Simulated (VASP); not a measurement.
**Ta: single point with PBEsol**

The system is Ta, a slab with vacuum.

```
CELL_PARAMETERS angstrom
4.63936 0.00000 0.00000
-2.31968 4.01780 0.00000
0.00000 0.00000 23.62903
ATOMIC_POSITIONS crystal
Ta 0.66667 0.33333 0.35973
Ta 0.33333 0.66667 0.39980
Ta 0.00000 0.00000 0.43988
Ta 0.66667 0.33333 0.47996
Ta 0.33333 0.66667 0.51569
Ta 0.00000 0.00000 0.56283
Ta 0.66667 0.33333 0.59753
Ta 0.33333 0.66667 0.62575
```

```
Program             : VASP 6.6.1
Task                : single point
Functional          : PBEsol
Potentials or basis : VASP PAW PBE potentials, release 64 (Ta_pv)
Cutoff              : 520 eV
k mesh              : 6 × 6 × 1
Occupations         : gaussian, width 0.1 eV
Spin                : no spin polarisation
```

- Largest force: 1.933 eV/Å
- Band gap on the k mesh: zero (band 44 reaches -0.53 eV, above the bottom of band 45 at -0.94 eV)

Forces on the atoms (eV/Å):
```
Ta   0.000  0.000  1.933
Ta   0.000  0.000  0.016
Ta   0.000  0.000 -1.191
Ta   0.000  0.000 -0.821
Ta   0.000  0.000  0.017
Ta   0.000  0.000  0.016
Ta   0.000  0.000  0.026
Ta   0.000  0.000  0.005
```

Levels at points of the mesh, in eV from the Fermi level:
```tsv
k point	band 41	band 42	band 43	band 44	band 45	band 46	band 47	band 48
(0.00, 0.00, 0.00)	-0.64	-0.64	-0.25	-0.23	-0.23	0.09	0.36	0.36
(0.50, 0.00, 0.00)	-0.76	-0.68	-0.64	-0.36	-0.35	0.38	0.74	0.76
```

It took 8 min on 1 thread of AMD EPYC 7R43 64-Core Processor (Zen 3), with other jobs on the host, peak memory 0.52 GiB.

Caveat: the PAW data sets were made with another functional, which shifts forces and pressure a little; spin-orbit coupling is left out, which moves the levels of the heavy elements.
